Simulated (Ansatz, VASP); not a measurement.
BaTiO3 in VASP and in Ansatz

```
Ba Ti O
1.0
     3.98550    0.00000    0.00000
     0.00000    2.83690    2.84515
     0.00000   -2.83690    2.84515
Ba Ti O
1 1 3
Direct
  0.00000 0.00000 0.00000
  0.50000 0.51240 0.51240
  0.00000 0.48740 0.48740
  0.50000 0.50524 0.99184
  0.50000 0.99184 0.50524
```

Alike in both runs: task single point; functional PBEsol; k mesh 6 × 6 × 6; no spin polarisation; Hubbard terms Ti d U = 4.0 eV.

```csv
,VASP,Ansatz
version,VASP 6.6.1,Ansatz 0.2.0
potentials or method,"VASP PAW PBE potentials, release 64 (Ba_sv, Ti_sv, O), cutoff 520 eV","plane waves, PAW"
occupations,"gaussian, width 0.01 eV",fixed
valence electrons in the cell,40,40
```

|  | VASP | Ansatz | Ansatz less VASP |
| --- | --- | --- | --- |
| gap on the k mesh at the Fermi level (eV) | 2.26 | 2.30 | +0.047 |

VASP's potentials were made for PBE, not for PBEsol. The programs project onto different local orbitals, so the same U acts differently, and such runs can settle in different states.

Neither program's run includes spin-orbit coupling.
